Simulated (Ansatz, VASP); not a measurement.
Na16F: VASP beside Ansatz

```
CELL_PARAMETERS angstrom
8.46000 0.00000 0.00000
0.00000 8.46000 0.00000
0.00000 0.00000 8.46000
ATOMIC_POSITIONS crystal
Na 0.99088 0.99989 0.96778
Na 0.53105 0.99988 0.02041
Na 0.00632 0.49987 0.98568
Na 0.99078 0.99989 0.53151
Na 0.24427 0.23596 0.24946
Na 0.48465 0.49990 0.01722
Na 0.53068 0.99988 0.47893
Na 0.76649 0.26745 0.24954
Na 0.00638 0.49987 0.51336
Na 0.24424 0.76380 0.24947
Na 0.25992 0.21807 0.74955
Na 0.48454 0.49991 0.48179
Na 0.76653 0.73231 0.24955
Na 0.71971 0.27043 0.74954
Na 0.25994 0.78177 0.74955
Na 0.71980 0.72940 0.74954
F 0.12543 0.99990 0.74955
```

Alike in both runs: functional LDA; k mesh 2 × 2 × 2; occupations fermi-dirac, width 0.05 eV; no spin polarisation.

Ansatz relaxed the structure, and its values are those at the end. VASP's run is a single point on that final structure, the one shown.

|  | VASP | Ansatz |
| --- | --- | --- |
| version | VASP 6.6.1 | Ansatz 0.2.0 |
| potentials or method | VASP PAW LDA potentials, release 64 (Na_pv, F), cutoff 520 eV | scalar-relativistic, plane waves, PAW |
| valence electrons in the cell | 119 | 151 |

```tsv
	VASP	Ansatz	Ansatz less VASP
rms of the force components (eV/Å)	0.004	0.001	-0.0028
```

LDA's correlation is that of Perdew and Zunger in VASP and of Perdew and Wang (1992) in Ansatz. VASP's potentials hold 119 valence electrons a cell and Ansatz's 151, so a difference there can come from the potentials and not from the codes.

The k mesh is coarse, so the values compare programs but aren't converged.
